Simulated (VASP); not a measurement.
# Al32H (a cell with a defect) in VASP: single point with PBE

Aim: the single point of Al32H (a cell with a defect) with PBE.

All numbers are computed with VASP 6.6.1; they aren't measurements. Logs are shortened: lines on timing, memory, paths and dates and some standing lists are left out, and cuts for length are marked.

## Step 1: The cell of the first run

The cell holds a defect, 33 atoms: a = 8.100 Å, b = 8.100 Å, c = 8.100 Å, α = 90.00°, β = 90.00°, γ = 90.00°.

## Step 2: Single point, PBE

INCAR reads:

```
PREC = Accurate ; ENCUT = 520
EDIFF = 1E-7 ; ISMEAR = 0
SIGMA = 0.05 ; LREAL = Auto
LASPH = T ; NELM = 100
ALGO = Normal ; ISIF = 2
LWAVE = F ; LCHARG = T
GGA = PE ; LELF = T
LVHAR = T ; NBANDS = 70
```

KPOINTS reads:

```
regular mesh
0
Gamma
  2 2 2
```

POSCAR reads:

```
Al32H
1.0
    8.1000000000      0.0000000000      0.0000000000
    0.0000000000      8.1000000000      0.0000000000
    0.0000000000      0.0000000000      8.1000000000
Al H
32 1
Direct
    0.4983228165     -0.0016280770      0.0016755392
    0.7500765309      0.2498252174      0.0016715548
    0.7501290240     -0.0018337332      0.2500953618
    0.0016403694     -0.0016236844      0.0016324024
    0.2499437190      0.2497479128      0.0022787942
    0.4983607479      0.5016607712      0.0016613653
    0.7501118006      0.7501259753      0.0022989222
    0.2500138470      0.0037833074      0.2499662642
    0.4978595412      0.2497348487      0.2501192052
    0.7501120416      0.5022933024      0.2501287071
    0.4984407703     -0.0015745072      0.4984259438
    0.7500615146      0.2498580770      0.4986476454
    0.7500616562     -0.0013572118      0.7498540004
    0.0016332931      0.5016871137      0.0016872751
    0.2499997304      0.7499999037     -0.0050308034
    0.0019342531      0.2497178794      0.2501042177
    0.2499999507      0.4949888189      0.2499994855
    0.5045830540      0.7499882377      0.2499880685
    0.0014961270     -0.0015046772      0.4984952999
    0.2499587310      0.2497099868      0.4981923688
    0.4983238223      0.5016743827      0.4983729460
    0.7501291524      0.7500926216      0.4981713952
    0.2499585790     -0.0018115277      0.7497032346
    0.4983982570      0.2498353796      0.7498311112
    0.7500763552      0.5016690973      0.7498211359
   -0.0040351452      0.7499743686      0.2499738461
    0.0016387122      0.5016301185      0.4983784228
    0.2500139814      0.7499666821      0.5037740601
    0.0014621117      0.2498501313      0.7498461801
    0.2499438923      0.5022719801      0.7497411482
    0.4978607236      0.7501163070      0.7497283510
    0.0019330176      0.7501016421      0.7497110209
    0.2524652219      0.7445010552      0.2443734301
```

Potentials or basis: VASP PAW PBE potentials, release 64 (Al, H).

Launch:

```console
cat potpaw_PBE.64/Al/POTCAR potpaw_PBE.64/H/POTCAR > POTCAR
mpirun -np 1 vasp_std > vasp.out
```

OUTCAR:

```text
PREC = Accurate
   ENCUT = 520
   EDIFF = 1E-7
   ISMEAR = 0
   LREAL = Auto
   LASPH = T
   NELM = 100
   ISIF = 2
   GGA = PE

 ion  position               nearest neighbor table
   1  0.498  0.998  0.002-   8 2.84  18 2.85  15 2.85   5 2.86   9 2.86   7 2.86  31 2.87   3 2.87
                            23 2.87   2 2.88  24 2.88  13 2.88
   2  0.750  0.250  0.002-   3 2.86  16 2.87   9 2.87  10 2.87  13 2.88   4 2.88   1 2.88  29 2.88
                            14 2.88  24 2.88   6 2.88  25 2.88
   3  0.750  0.998  0.250-  18 2.83  26 2.83   7 2.84  22 2.84  19 2.86   4 2.86  11 2.86   2 2.86
                             1 2.87  12 2.87  16 2.88   9 2.89
   4  0.002  0.998  0.002-   8 2.85  26 2.85  15 2.85   5 2.86   7 2.86  16 2.86   3 2.86  32 2.86
                            23 2.87   2 2.88  29 2.88  13 2.88
   5  0.250  0.250  0.002-  17 2.82   8 2.83   9 2.84  16 2.84   4 2.86   1 2.86  14 2.87   6 2.87
                            24 2.87  29 2.87  23 2.89  30 2.89
   6  0.498  0.502  0.002-  18 2.85  17 2.85  15 2.85   7 2.87  10 2.87   5 2.87  30 2.87   9 2.87
                            31 2.87   2 2.88  25 2.88  24 2.88
   7  0.750  0.750  0.002-  18 2.82  26 2.83  10 2.84   3 2.84   4 2.86  14 2.86   1 2.86   6 2.87
                            25 2.87  13 2.87  32 2.89  31 2.89
   8  0.250  0.004  0.250-  33 2.10   5 2.83   9 2.83  16 2.83  20 2.83   1 2.84   4 2.85  11 2.85
                            19 2.85  28 2.91  26 2.91  18 2.91  15 2.91
   9  0.498  0.250  0.250-  17 2.82   8 2.83   5 2.84  20 2.84  11 2.86   1 2.86  21 2.86   6 2.87
[... 32 lines left out ...]
                            14 2.88  24 2.88   6 2.88   2 2.88
  26  0.996  0.750  0.250-  33 2.08   7 2.83  10 2.83   3 2.83  22 2.83  14 2.84   4 2.85  27 2.85
                            19 2.85  28 2.91   8 2.91  17 2.92  15 2.92
  27  0.002  0.502  0.498-  28 2.85  26 2.85  17 2.85  30 2.86  10 2.86  32 2.86  22 2.86  16 2.86
                            20 2.87  25 2.88  29 2.88  12 2.88
  28  0.250  0.750  0.504-  33 2.10  30 2.83  31 2.83  32 2.83  23 2.83  21 2.84  27 2.85  11 2.85
                            19 2.85   8 2.91  26 2.91  18 2.91  17 2.91
  29  0.001  0.250  0.750-  20 2.86  23 2.86  30 2.87   5 2.87  12 2.88  13 2.88  19 2.88  25 2.88
                             2 2.88  27 2.88   4 2.88  14 2.88
  30  0.250  0.502  0.750-  15 2.82  28 2.83  31 2.84  32 2.84  27 2.86  21 2.86  14 2.87   6 2.87
                            24 2.87  29 2.87  20 2.89   5 2.89
  31  0.498  0.750  0.750-  15 2.82  28 2.83  30 2.84  23 2.84  11 2.86  21 2.86   1 2.87   6 2.87
                            25 2.87  13 2.87  22 2.89   7 2.89
  32  0.002  0.750  0.750-  15 2.83  28 2.83  30 2.84  23 2.84  19 2.86  27 2.86   4 2.86  25 2.87
                            14 2.87  13 2.87  22 2.88   7 2.89
  33  0.252  0.745  0.244-  15 2.02  17 2.02  18 2.04  26 2.08   8 2.10  28 2.10

  LATTYP: Found a simple cubic cell.
 ALAT       =     8.1000000000

  Lattice vectors:

 A1 = (   8.1000000000,   0.0000000000,   0.0000000000)
 A2 = (   0.0000000000,   8.1000000000,   0.0000000000)
 A3 = (   0.0000000000,   0.0000000000,   8.1000000000)

[... 186 lines left out ...]
   ISMEAR =     0;   SIGMA  =   0.05  broadening in eV -4-tet -1-fermi 0-gaus
   EFERMI_NEDOS =   21; number of points for ismear=-14 and -15
   IALGO  =     38    algorithm
   IMIX   =      4    mixing-type and parameters
     AMIX     =   0.40;   BMIX     =  1.00
     AMIX_MAG =   1.60;   BMIX_MAG =  1.00
  volume/ion in A,a.u.               =      16.10       108.68
  Fermi-wavevector in a.u.,A,eV,Ry     =   0.928639  1.754874 11.733269  0.862371
  Thomas-Fermi vector in A             =   2.054837
   LORBIT       =      0    0 simple, 1 ext, 2 COOP (PROOUT), +10 PAW based schemes
   GGA     = PE    functional components
   LHFCALC =     F    Hartree Fock is set to
   AEXX    =    0.0000 exact exchange contribution
   IVDW    =     0    specifies the selected vdW correction
   LEPSILON=     F    determine dielectric tensor
   LRPA    =     F    only Hartree local field effects (RPA)
 non-spin polarized calculation
 Gauss-broadening in eV      SIGMA  =   0.05
  energy-cutoff  :      520.00
  volume of cell :      531.44
 maximum number of plane-waves:     14400
   NGX = 31   NGY = 31   NGZ = 31

 number of electron      97.0000000 magnetization

 Free energy of the ion-electron system (eV)
  ---------------------------------------------------
  ext. energy  EPLUGINS =         0.00000000
  ---------------------------------------------------
  free energy    TOTEN  =      -122.33807231 eV

  energy without entropy =     -122.29757355  energy(sigma->0) =     -122.31782293

 E-fermi :   7.6116     XC(G=0): -10.1957

 val. band max:        7.5679107472   @ k =   0.5000   0.5000   0.0000
 cond. band min:       7.6447293696   @ k =   0.5000   0.0000   0.0000
 fundamental gap:      0.0768186224
 Fermi energy:         7.6116147295

 k-point     1 :       0.0000    0.0000    0.0000
  band No.  band energies     occupation
      1      -3.2946      2.00000
      2      -1.6497      2.00000
      3      -0.9187      2.00000
      4      -0.9185      2.00000
      5      -0.9032      2.00000
      6      -0.9031      2.00000
[... 493 lines left out ...]
     59      11.3179      0.00000
     60      11.3183      0.00000
 [bands above 60 left out]

------------------------ aborting loop because EDIFF is reached ----------------------------------------

  FORCE on cell =-STRESS in cart. coord.  units (eV):
  Direction    XX          YY          ZZ          XY          YZ          ZX
  --------------------------------------------------------------------------------------
  -------------------------------------------------------------------------------------
  Total        1.6716065      1.6874320      1.6882483     -0.0004019     -0.0047389     -0.0010055
  in kB        5.0395247      5.0872351      5.0896961     -0.0012117     -0.0142866     -0.0030312
  external PRESSURE =       5.0721520 kB  Pullay stress =       0.0000000 kB

 VOLUME and BASIS-vectors are now :
 -----------------------------------------------------------------------------
  energy-cutoff  :      520.00
  volume of cell :      531.44
      direct lattice vectors                 reciprocal lattice vectors
     8.100000000  0.000000000  0.000000000     0.123456790  0.000000000  0.000000000
     0.000000000  8.100000000  0.000000000     0.000000000  0.123456790  0.000000000
     0.000000000  0.000000000  8.100000000     0.000000000  0.000000000  0.123456790

 POSITION                                       TOTAL-FORCE (eV/Angst)
 -----------------------------------------------------------------------------------
      4.03641      8.08681      0.01357        -0.015657     -0.014182      0.016173
      6.07562      2.02358      0.01354         0.000242     -0.001444      0.007592
      6.07605      8.08515      2.02577         0.001688     -0.028805     -0.000289
      0.01329      8.08685      0.01322         0.015217     -0.014779      0.017061
      2.02454      2.02296      0.01846         0.000366     -0.002483      0.026547
      4.03672      4.06345      0.01346        -0.014874      0.015191      0.015233
[... 25 lines left out ...]
      0.01566      6.07582      6.07266         0.027858     -0.000463     -0.002507
      2.04497      6.03046      1.97942        -0.006981      0.015736      0.016157
 -----------------------------------------------------------------------------------
    total drift:                                0.002123      0.004749      0.004195

  FREE ENERGIE OF THE ION-ELECTRON SYSTEM (eV)
  ---------------------------------------------------
  free  energy   TOTEN  =      -122.3380723117 eV

  energy  without entropy=     -122.2975735459  energy(sigma->0) =     -122.31782293
```

OSZICAR:

```text
N       E                     dE             d eps       ncg     rms          rms(c)
DAV:   1     0.130531238776E+03    0.13053E+03   -0.33700E+04  1120   0.111E+03
DAV:   2    -0.109118851169E+03   -0.23965E+03   -0.22361E+03  1318   0.145E+02
DAV:   3    -0.123061551613E+03   -0.13943E+02   -0.13228E+02  1386   0.280E+01
[... 11 lines left out ...]
DAV:  15    -0.122338073245E+03    0.88840E-06   -0.63530E-07  1236   0.210E-03    0.319E-03
DAV:  16    -0.122338072901E+03    0.34420E-06   -0.88458E-08   680   0.889E-04    0.823E-04
DAV:  17    -0.122338072603E+03    0.29779E-06   -0.28727E-08   648   0.467E-04    0.394E-04
DAV:  18    -0.122338072358E+03    0.24521E-06   -0.40055E-09   656   0.213E-04    0.344E-04
DAV:  19    -0.122338072312E+03    0.46079E-07   -0.85363E-10   640   0.957E-05
   1 F= -.12233807E+03 E0= -.12231782E+03  d E =-.404988E-01
```

stdout:

```text
POSCAR found type information on POSCAR AlH
 POSCAR found :  2 types and      33 ions
 scaLAPACK will be used
 LDA part: xc-table for (Slater+PW92), standard interpolation
 POSCAR, INCAR and KPOINTS ok, starting setup
 FFT: planning ... GRIDC
 FFT: planning ... GRID_SOFT
 FFT: planning ... GRID
 WAVECAR not read
 entering main loop
```

It took 3.4 min on 1 thread of Intel Xeon 6975P-C (Granite Rapids), shared host; peak memory 0.56 GiB.

What came out:

```yaml
Free_energy: -122.3381 eV
Pressure: 0.5 GPa
Largest_force: 0.029 eV/Å
Band_gap_on_the_k_mesh: zero (an odd number of electrons rules out a gap without spin polarisation)
```

Forces on the atoms (eV/Å):
```
Al  -0.016 -0.014  0.016
Al   0.000 -0.001  0.008
Al   0.002 -0.029  0.000
Al   0.015 -0.015  0.017
Al   0.000 -0.002  0.027
Al  -0.015  0.015  0.015
Al   0.002  0.000  0.027
Al   0.000  0.025 -0.001
Al  -0.028 -0.002 -0.001
Al   0.001  0.026  0.000
Al  -0.017 -0.015 -0.015
Al   0.001 -0.002 -0.006
Al   0.001 -0.006 -0.002
Al   0.014  0.015  0.015
Al   0.000 -0.001 -0.026
Al   0.028 -0.002 -0.001
Al   0.000 -0.026 -0.001
Al   0.026 -0.001 -0.001
Al   0.015 -0.014 -0.014
Al   0.000 -0.002 -0.029
Al  -0.016  0.016 -0.014
Al   0.002  0.000 -0.029
Al   0.000 -0.029 -0.002
Al  -0.007 -0.001 -0.001
Al   0.000  0.008 -0.001
Al  -0.025  0.000  0.000
Al   0.015  0.017 -0.015
Al   0.000  0.000  0.025
Al   0.007 -0.001 -0.001
Al   0.000  0.027 -0.002
Al  -0.028 -0.001 -0.002
Al   0.028  0.000 -0.003
H   -0.007  0.016  0.016
```

Levels at points of the mesh, in eV from the Fermi level:
| k point | band 43 | band 44 | band 45 | band 46 | band 47 | band 48 | band 49 | band 50 | band 51 | band 52 |
| --- | --- | --- | --- | --- | --- | --- | --- | --- | --- | --- |
| (0.00, 0.00, 0.00) | -0.47 | -0.47 | -0.47 | -0.40 | 0.48 | 0.48 | 0.53 | 0.53 | 0.53 | 1.38 |
| (0.50, 0.00, 0.00) | -0.71 | -0.70 | -0.07 | -0.06 | -0.05 | 0.03 | 0.04 | 0.04 | 0.05 | 0.05 |
| (0.00, 0.50, 0.00) | -0.71 | -0.70 | -0.07 | -0.06 | -0.05 | 0.03 | 0.04 | 0.04 | 0.05 | 0.05 |
| (0.00, 0.00, 0.50) | -0.71 | -0.70 | -0.07 | -0.06 | -0.05 | 0.03 | 0.04 | 0.04 | 0.05 | 0.05 |
| (0.50, 0.50, 0.00) | -1.04 | -1.00 | -0.34 | -0.09 | -0.09 | -0.04 | 0.93 | 1.10 | 1.10 | 1.16 |
| (0.00, 0.50, 0.50) | -1.04 | -1.00 | -0.34 | -0.09 | -0.09 | -0.04 | 0.93 | 1.10 | 1.10 | 1.16 |
| (0.50, 0.00, 0.50) | -1.04 | -1.00 | -0.34 | -0.09 | -0.09 | -0.04 | 0.93 | 1.10 | 1.10 | 1.16 |
| (0.50, 0.50, 0.50) | -0.42 | -0.42 | -0.40 | -0.40 | -0.40 | -0.40 | -0.40 | -0.39 | -0.39 | -0.39 |

Caveat: the k points lie up to 0.39 Å⁻¹ apart, too coarse for converged energies and pressures of a metal.
